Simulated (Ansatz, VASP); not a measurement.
# Ru: VASP beside Ansatz

INCAR

```
PREC = Accurate
ENCUT = 520
EDIFF = 1E-8
ISMEAR = -1
SIGMA = 0.15
LREAL = F
LASPH = T
NELM = 100
ALGO = Fast
ISIF = 2
LWAVE = F
LCHARG = F
GGA = PS
LEFG = T
NBANDS = 21
```

Contents of KPOINTS:

```
regular mesh
0
Gamma
  18 18 10
```

File POSCAR:

```
Ru
1.0
    2.6916927099      0.0000000000      0.0000000000
   -1.3458463550      2.3310742660      0.0000000000
    0.0000000000      0.0000000000      4.2517439369
Ru
2
Direct
    0.3333333333      0.6666666667      0.2500000000
    0.6666666667      0.3333333333      0.7500000000
```

Input for Ansatz:

```yaml
crystal:
  lattice:
    - [2.6916927099, 0.0, 0.0]
    - [-1.345846355, 2.331074266, 0.0]
    - [0.0, 0.0, 4.2517439369]
  atoms:
    - { symbol: Ru, position: [0.3333333333, 0.6666666667, 0.25] }
    - { symbol: Ru, position: [0.6666666667, 0.3333333333, 0.75] }
basis:
  ecutwfc: 420
kpoints:
  mp_grid: { grid: [18, 18, 10] }
hamiltonian:
  xc: pbesol
scf:
  occupations: { method: fermi_dirac, width: 0.15 }
output:
  forces: true
  stress: true
  eigenvalues: true
  efg: {}
checkpoint:
  read: start.run
  write: ck
  compress: false
  write_wavefunctions: false
  write_every: 100000
```

Alike in both runs: task electric field gradients; functional PBEsol; k mesh 18 × 18 × 10; occupations fermi-dirac, width 0.15 eV; no spin polarisation.

|  | VASP | Ansatz |
| --- | --- | --- |
| version | VASP 6.6.1 | Ansatz 0.2.0 |
| potentials or method | VASP PAW PBE potentials, release 64 (Ru_pv), cutoff 520 eV | scalar-relativistic, plane waves, PAW |
| valence electrons in the cell | 28 | 32 |

```tsv
	VASP	Ansatz	Ansatz less VASP
gap on the k mesh at the Fermi level (eV)	none	none	-
pressure (GPa)	-0.1	0.0	+0.07
size of Vzz on the site where it differs most (V/Å²)	15.2	11.5	-3.68
```

VASP's potentials were made for PBE, not for PBEsol. A gap of «none» marks a metal or a gap that the smearing closes. VASP's potentials hold 28 valence electrons a cell and Ansatz's 32, so a difference there can come from the potentials and not from the codes.
